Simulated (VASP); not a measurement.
# RbAl2 (Fd-3m) in VASP: single point with PBE

Aim: the single point of RbAl2 with PBE.

All numbers are computed with VASP 6.6.1; they aren't measurements. Logs are shortened: lines on timing, memory, paths and dates and some standing lists are left out, and cuts for length are marked.

### 1 The cell of the first run

It takes space group Fd-3m (No. 227, cubic). The conventional cell has a = 8.178 Å, b = 8.178 Å, c = 8.178 Å, α = 90.00°, β = 90.00°, γ = 90.00°. Within 4.5 Å of Rb (site symmetry -43m) lie 12 Al at 3.39 Å and 4 Rb at 3.54 Å. Within 3.8 Å of Al (site symmetry -3m) lie 6 Al at 2.89 Å and 6 Rb at 3.39 Å.

### 2 Single point, PBE

Contents of INCAR:

```
ALGO = Normal
EDIFF = 1E-6
ENCUT = 520
GGA = PE
ISIF = 2
ISMEAR = 0
LASPH = T
LCHARG = T
LELF = T
LREAL = F
LVHAR = T
LWAVE = F
NBANDS = 24
NELM = 80
PREC = Accurate
SIGMA = 0.1
```

Contents of KPOINTS:

```
k-points
0
Gamma
  4 4 4
```

Contents of POSCAR:

```
RbAl2
1.0
    0.0000000000      4.0891165500      4.0891165500
    4.0891165500      0.0000000000      4.0891165500
    4.0891165500      4.0891165500      0.0000000000
Rb Al
2 4
Direct
    0.5000000000      0.5000000000      0.5000000000
    0.7500000000      0.7500000000      0.7500000000
    0.1250000000      0.1250000000      0.1250000000
    0.6250000000      0.1250000000      0.1250000000
    0.1250000000      0.1250000000      0.6250000000
    0.1250000000      0.6250000000      0.1250000000
```

Potentials or basis: VASP PAW PBE potentials, release 64 (Rb_sv, Al).

Command:

```console
$ cat potpaw_PBE.64/Rb_sv/POTCAR potpaw_PBE.64/Al/POTCAR > POTCAR
$ mpirun -np 1 vasp_std > vasp.out
```

OUTCAR:

```text
EDIFF = 1E-6
   ENCUT = 520
   GGA = PE
   ISIF = 2
   ISMEAR = 0
   LASPH = T
   LREAL = F
   NELM = 80
   PREC = Accurate

 ion  position               nearest neighbor table
   1  0.500  0.500  0.500-   6 3.39   4 3.39   3 3.39   5 3.39   5 3.39   5 3.39   3 3.39   4 3.39
                             6 3.39   4 3.39   3 3.39   6 3.39   2 3.54   2 3.54   2 3.54   2 3.54
   2  0.750  0.750  0.750-   5 3.39   3 3.39   4 3.39   6 3.39   4 3.39   6 3.39   3 3.39   6 3.39
                             5 3.39   3 3.39   5 3.39   4 3.39   1 3.54   1 3.54   1 3.54   1 3.54
   3  0.125  0.125  0.125-   4 2.89   5 2.89   6 2.89   5 2.89   6 2.89   4 2.89   1 3.39   2 3.39
                             1 3.39   2 3.39   1 3.39   2 3.39
   4  0.625  0.125  0.125-   3 2.89   5 2.89   6 2.89   3 2.89   5 2.89   6 2.89   2 3.39   1 3.39
                             2 3.39   1 3.39   1 3.39   2 3.39
   5  0.125  0.125  0.625-   3 2.89   3 2.89   4 2.89   6 2.89   6 2.89   4 2.89   1 3.39   2 3.39
                             1 3.39   2 3.39   1 3.39   2 3.39
   6  0.125  0.625  0.125-   3 2.89   5 2.89   3 2.89   4 2.89   5 2.89   4 2.89   1 3.39   2 3.39
                             2 3.39   1 3.39   1 3.39   2 3.39

  LATTYP: Found a face centered cubic cell.
 ALAT       =     8.1782331000

  Lattice vectors:

 A1 = (   0.0000000000,   4.0891165500,   4.0891165500)
 A2 = (   4.0891165500,   0.0000000000,   4.0891165500)
 A3 = (   4.0891165500,   4.0891165500,   0.0000000000)

Analysis of symmetry for initial positions (statically):
=====================================================================
 Subroutine PRICEL returns:
 Original cell was already a primitive cell.

 Routine SETGRP: Setting up the symmetry group for a
 face centered cubic supercell.

 Subroutine GETGRP returns: Found 48 space group operations
 (whereof 24 operations were pure point group operations)
 out of a pool of 48 trial point group operations.

The static configuration has the point symmetry T_d .
 The point group associated with its full space group is O_h .

Analysis of symmetry for dynamics (positions and initial velocities):
=====================================================================
 Subroutine PRICEL returns:
 Original cell was already a primitive cell.

 Routine SETGRP: Setting up the symmetry group for a
 face centered cubic supercell.

 Subroutine GETGRP returns: Found 48 space group operations
 (whereof 24 operations were pure point group operations)
 out of a pool of 48 trial point group operations.

The dynamic configuration has the point symmetry T_d .
 The point group associated with its full space group is O_h .

 Subroutine INISYM returns: Found 48 space group operations
 (whereof 24 operations are pure point group operations),
 and found     1 'primitive' translations

----------------------------------------------------------------------------------------

                                     Primitive cell

  volume of cell :     136.7472

  direct lattice vectors                    reciprocal lattice vectors
     0.000000000  4.089116550  4.089116550    -0.122275801  0.122275801  0.122275801
     4.089116550  0.000000000  4.089116550     0.122275801 -0.122275801  0.122275801
     4.089116550  4.089116550  0.000000000     0.122275801  0.122275801 -0.122275801

  length of vectors
     5.782884083  5.782884083  5.782884083     0.211787899  0.211787899  0.211787899

  position of ions in fractional coordinates (direct lattice)
     0.500000000  0.500000000  0.500000000
     0.750000000  0.750000000  0.750000000
     0.125000000  0.125000000  0.125000000
     0.625000000  0.125000000  0.125000000
     0.125000000  0.125000000  0.625000000
     0.125000000  0.625000000  0.125000000

  ion indices of the primitive-cell ions
   primitive index   ion index
                 1           1
                 2           2
                 3           3
                 4           4
                 5           5
                 6           6

----------------------------------------------------------------------------------------

 KPOINTS: k-points

Automatic generation of k-mesh.
 Grid dimensions read from file:
 generate k-points for:    4    4    4

 Generating k-lattice:

  Cartesian coordinates                     Fractional coordinates (reciprocal lattice)
    -0.030568950  0.030568950  0.030568950     0.250000000  0.000000000  0.000000000
     0.030568950 -0.030568950  0.030568950     0.000000000  0.250000000  0.000000000
     0.030568950  0.030568950 -0.030568950     0.000000000  0.000000000  0.250000000

  Length of vectors
     0.052946975  0.052946975  0.052946975

  Shift w.r.t. Gamma in fractional coordinates (k-lattice)
     0.000000000  0.000000000  0.000000000

 Subroutine IBZKPT returns following result:
 ===========================================

 Found      8 irreducible k-points:

 Following reciprocal coordinates:
            Coordinates               Weight
  0.000000  0.000000  0.000000      1.000000
  0.250000  0.000000  0.000000      8.000000
  0.500000  0.000000  0.000000      4.000000
  0.250000  0.250000  0.000000      6.000000
  0.500000  0.250000  0.000000     24.000000
 -0.250000  0.250000  0.000000     12.000000
  0.500000  0.500000  0.000000      3.000000
 -0.250000  0.500000  0.250000      6.000000
   k-points           NKPTS =      8   k-points in BZ     NKDIM =      8   number of bands    NBANDS=     24
   number of dos      NEDOS =    301   number of ions     NIONS =      6
   total plane-waves  NPLWV = 110592
   dimension x,y,z NGX =    48 NGY =   48 NGZ =   48
   dimension x,y,z NGXF=    96 NGYF=   96 NGZF=   96
   ions per type =               2   4
   NGX,Y,Z   is equivalent  to a cutoff of  13.80, 13.80, 13.80 a.u.
   NGXF,Y,Z  is equivalent  to a cutoff of  27.60, 27.60, 27.60 a.u.
 SYSTEM =  unknown system
   PREC   = accura    normal or accurate (medium, high low for compatibility)
   ISTART =      0    job   : 0-new  1-cont  2-samecut
   ICHARG =      2    charge: 1-file 2-atom 10-const
   ISPIN  =      1    spin polarized calculation?
   LNONCOLLINEAR =      F non collinear calculations
   LSORBIT =      F    spin-orbit coupling
   LASPH  =      T    aspherical Exc in radial PAW
   ENCUT  =  520.0 eV  38.22 Ry    6.18 a.u.  10.75 10.75 10.75*2*pi/ulx,y,z
   NELM   =     80;   NELMIN=  2; NELMDL= -5     # of ELM steps
   EDIFF  = 0.1E-05   stopping-criterion for ELM
   LREAL  =      F    real-space projection
   EDIFFG = 0.1E-04   stopping-criterion for IOM
   NSW    =      0    number of steps for IOM
   IBRION =     -1    ionic relax: 0-MD 1-quasi-New 2-CG
   NFREE  =      0    steps in history (QN), initial steepest desc. (CG)
   ISIF   =      2    stress and relaxation
   ISYM   =      2    0-nonsym 1-usesym 2-fastsym
   POTIM  = 0.5000    time-step for ionic-motion
   TEBEG  =    0.0;   TEEND  =   0.0 temperature during run
   PSTRESS=    0.0 pullay stress
   NELECT =      30.0000    total number of electrons
   NUPDOWN=      -1.0000    fix difference up-down
   EMIN   =  10.00;   EMAX   =-10.00  energy-range for DOS
   EFERMI =   0.00;   METHOD = LEGACY
   ISMEAR =     0;   SIGMA  =   0.10  broadening in eV -4-tet -1-fermi 0-gaus
   EFERMI_NEDOS =   21; number of points for ismear=-14 and -15
   IALGO  =     38    algorithm
   IMIX   =      4    mixing-type and parameters
     AMIX     =   0.40;   BMIX     =  1.00
     AMIX_MAG =   1.60;   BMIX_MAG =  1.00
  volume/ion in A,a.u.               =      22.79       153.80
  Fermi-wavevector in a.u.,A,eV,Ry     =   0.987361  1.865841 13.264059  0.974881
  Thomas-Fermi vector in A             =   2.118809
   LORBIT       =      0    0 simple, 1 ext, 2 COOP (PROOUT), +10 PAW based schemes
   GGA     = PE    functional components
   LHFCALC =     F    Hartree Fock is set to
   AEXX    =    0.0000 exact exchange contribution
   IVDW    =     0    specifies the selected vdW correction
   LEPSILON=     F    determine dielectric tensor
   LRPA    =     F    only Hartree local field effects (RPA)
 non-spin polarized calculation
 Gauss-broadening in eV      SIGMA  =   0.10
  energy-cutoff  :      520.00
  volume of cell :      136.75
 maximum number of plane-waves:      3708
 NGX is ok and might be reduce to    48
   NGX = 21   NGY = 21   NGZ = 21

 number of electron      30.0000000 magnetization

 Free energy of the ion-electron system (eV)
  ---------------------------------------------------
  ext. energy  EPLUGINS =         0.00000000
  ---------------------------------------------------
  free energy    TOTEN  =       -14.33461161 eV

  energy without entropy =      -14.30531528  energy(sigma->0) =      -14.31996345

 E-fermi :   4.5987     XC(G=0):  -9.3780

 val. band max:        4.5715675805   @ k =   0.5000   0.2500   0.0000
 cond. band min:       4.6809554690   @ k =  -0.2500   0.2500   0.0000
 fundamental gap:      0.1093878885
 Fermi energy:         4.5987020343

 k-point     1 :       0.0000    0.0000    0.0000
  band No.  band energies     occupation
      1     -22.5347      2.00000
      2     -22.3119      2.00000
      3      -7.0120      2.00000
      4      -7.0120      2.00000
      5      -7.0120      2.00000
      6      -6.5364      2.00000
[... 16 lines left out ...]
     23      11.5544      0.00000
     24      11.5916      0.00000

 k-point     2 :       0.2500    0.0000    0.0000
  band No.  band energies     occupation
      1     -22.5112      2.00000
      2     -22.3353      2.00000
      3      -7.1416      2.00000
      4      -7.0772      2.00000
      5      -7.0772      2.00000
      6      -6.5275      2.00000
[... 16 lines left out ...]
     23       9.7703      0.00000
     24       9.7703      0.00000
[... 133 lines left out ...]
     23       9.7999      0.00000
     24       9.7999      0.00000

 k-point     8 :      -0.2500    0.5000    0.2500
  band No.  band energies     occupation
      1     -22.4232      2.00000
      2     -22.4232      2.00000
      3      -7.3134      2.00000
      4      -7.3134      2.00000
      5      -6.8191      2.00000
      6      -6.8191      2.00000
[... 16 lines left out ...]
     23       9.4679      0.00000
     24       9.4679      0.00000

------------------------ aborting loop because EDIFF is reached ----------------------------------------

  FORCE on cell =-STRESS in cart. coord.  units (eV):
  Direction    XX          YY          ZZ          XY          YZ          ZX
  --------------------------------------------------------------------------------------
  -------------------------------------------------------------------------------------
  Total        5.7731715      5.7731715      5.7731715     -0.0000000     -0.0000000     -0.0000000
  in kB       67.6404645     67.6404645     67.6404645     -0.0000000     -0.0000000     -0.0000000
  external PRESSURE =      67.6404645 kB  Pullay stress =       0.0000000 kB

 VOLUME and BASIS-vectors are now :
 -----------------------------------------------------------------------------
  energy-cutoff  :      520.00
  volume of cell :      136.75
      direct lattice vectors                 reciprocal lattice vectors
     0.000000000  4.089116550  4.089116550    -0.122275801  0.122275801  0.122275801
     4.089116550  0.000000000  4.089116550     0.122275801 -0.122275801  0.122275801
     4.089116550  4.089116550  0.000000000     0.122275801  0.122275801 -0.122275801

 POSITION                                       TOTAL-FORCE (eV/Angst)
 -----------------------------------------------------------------------------------
      4.08912      4.08912      4.08912         0.000000      0.000000      0.000000
      6.13367      6.13367      6.13367        -0.000000     -0.000000     -0.000000
      1.02228      1.02228      1.02228        -0.000000     -0.000000     -0.000000
      1.02228      3.06684      3.06684        -0.000000     -0.000000     -0.000000
      3.06684      3.06684      1.02228        -0.000000     -0.000000     -0.000000
      3.06684      1.02228      3.06684        -0.000000     -0.000000     -0.000000
 -----------------------------------------------------------------------------------
    total drift:                               -0.000000     -0.000000     -0.000000

  FREE ENERGIE OF THE ION-ELECTRON SYSTEM (eV)
  ---------------------------------------------------
  free  energy   TOTEN  =       -14.3346116135 eV

  energy  without entropy=      -14.3053152772  energy(sigma->0) =      -14.31996345
```

It took 22 s on 1 thread of Intel Xeon 6975P-C (Granite Rapids), shared host; peak memory 0.3 GiB.

Results:

* Free energy: -14.3346 eV
* Pressure: 6.8 GPa
* Band gap on the k mesh: zero (band 15 reaches 5.95 eV, above the bottom of band 16 at 3.48 eV)

Levels at points of the mesh, in eV from the Fermi level:
| k point | band 13 | band 14 | band 15 | band 16 | band 17 | band 18 |
| --- | --- | --- | --- | --- | --- | --- |
| (0.00, 0.00, 0.00) | -2.29 | -1.12 | -1.12 | -1.12 | -0.72 | -0.72 |
| (0.50, 0.00, 0.00) | -2.32 | -0.55 | -0.55 | 1.71 | 1.71 | 2.48 |
| (0.50, 0.50, 0.00) | -1.75 | -1.75 | 1.35 | 1.35 | 1.76 | 1.76 |
